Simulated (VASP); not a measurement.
Input of a VASP 6.6.1 run:

File INCAR:

```
PREC     = Accurate       # precision mode
ENCUT    = 520            # plane-wave cutoff, eV
EDIFF    = 1E-6           # SCF threshold, eV
ISMEAR   = 0              # smearing method
SIGMA    = 0.01           # smearing width, eV
LREAL    = Auto         
LASPH    = True           # aspherical terms in the spheres
NELM     = 150            # most SCF steps
ALGO     = Normal         # electronic algorithm
ISIF     = 2              # what is computed and relaxed
LWAVE    = False          # write WAVECAR
LCHARG   = False          # write CHGCAR
ISPIN    = 2              # spin polarisation
MAGMOM   = 0.25 0 0 0 0 0 0 0 0.25 0 0.25 0.25 0 0 0 0 0 0 0 0 0 0 0 0 0 0 0 0 0 0 0 # initial moments
LORBIT   = 11             # projections on sites
GGA      = PE             # functional
NBANDS   = 87             # bands
NELECT   = 123.0
```

KPOINTS

```
Automatic mesh
0
Gamma
  2 2 2
```

The input POSCAR:

```
Si16C15
1.0
   -3.0941201802      5.3591733569      0.0000000000
   -3.0941201803     -5.3591733569      0.0000000000
    0.0000000000      0.0000000000     10.1293392031
Si C
16 15
Direct
    0.8333333333      0.1666666667      0.9424126113
    0.3344841610      0.1689683220      0.9383717665
    0.8310316780      0.6655158390      0.9383717665
    0.3344841610      0.6655158390      0.9383717665
    0.1674365127      0.3337182563      0.4375472056
    0.6662817437      0.3337182563      0.4375472056
    0.1666666667      0.8333333333      0.4390229938
    0.6662817437      0.8325634873      0.4375472056
    0.0044038348      0.5088076695      0.6872145575
    0.5000000000      0.5000000000      0.6862032905
    1.0044038348      0.9955961652      0.6872145575
    0.4911923305      0.9955961652      0.6872145575
   -0.0010223314      0.4979553372      0.1885986778
    0.5000000000      0.5000000000      0.1885857588
    0.9989776686      1.0010223314      0.1885986778
    0.5020446628      1.0010223314      0.1885986778
    0.3349166147      0.1698332295      0.7510603227
    0.8301667705      0.6650833853      0.7510603227
    0.3349166147      0.6650833853      0.7510603227
    0.1665699600      0.3332849800      0.2495612945
    0.6667150200      0.3332849800      0.2495612945
    0.1666666667      0.8333333333      0.2477317506
    0.6667150200      0.8334300400      0.2495612945
   -0.0010730701      0.0010730701      0.5007754768
    0.5021461402      0.0010730701      0.5007754768
   -0.0010730701      0.4978538598      0.5007754768
    0.5000000000      0.5000000000      0.5000379924
   -0.0001674044      0.0001674044     -0.0020733677
    0.5003348089      0.0001674044     -0.0020733677
   -0.0001674044      0.4996651911     -0.0020733677
    0.5000000000      0.5000000000      0.0010223550
```

Potentials or basis: VASP PAW PBE potentials, release 64 (Si, C).

Command:

```bash
$ cat potpaw_PBE.64/Si/POTCAR potpaw_PBE.64/C/POTCAR > POTCAR
$ mpirun -np 1 vasp_std > vasp.out
```

Problem. Predict the site moments.

Solution. Si -0.01, +0.00, +0.01, +0.06; C -0.00, +0.02, +0.01, +0.00 μB.

Problem. Predict the largest force.

Solution. 0.063 eV/Å.

Problem. Estimate the net moment.

Solution. 0.50 μB per cell.

Forces in eV/Å, atoms in the order of the input:
```
Si   0.000  0.000  0.042
Si   0.001  0.001  0.012
Si  -0.001  0.001  0.012
Si   0.000 -0.001  0.012
Si   0.002 -0.001 -0.007
Si   0.000  0.002 -0.007
Si   0.000  0.000 -0.063
Si  -0.002 -0.001 -0.007
Si  -0.018 -0.011 -0.028
Si   0.000  0.000 -0.016
Si   0.000  0.021 -0.028
Si   0.018 -0.011 -0.028
Si  -0.013 -0.007  0.006
Si   0.000  0.000 -0.002
Si   0.000  0.015  0.006
Si   0.013 -0.007  0.006
C   -0.004 -0.002  0.005
C    0.004 -0.002  0.005
C    0.000  0.004  0.005
C    0.001 -0.001  0.003
C    0.000  0.001  0.003
C    0.000  0.000  0.060
C   -0.001 -0.001  0.003
C    0.000  0.011 -0.001
C    0.009 -0.005 -0.001
C   -0.009 -0.005 -0.001
C    0.000  0.000  0.004
C    0.000  0.002  0.001
C    0.002 -0.001  0.001
C   -0.002 -0.001  0.001
C    0.000  0.000  0.003
```

Caveat: the k points lie up to 0.59 Å⁻¹ apart; the cell carries a net charge on a neutralising background, which shifts energy and pressure.
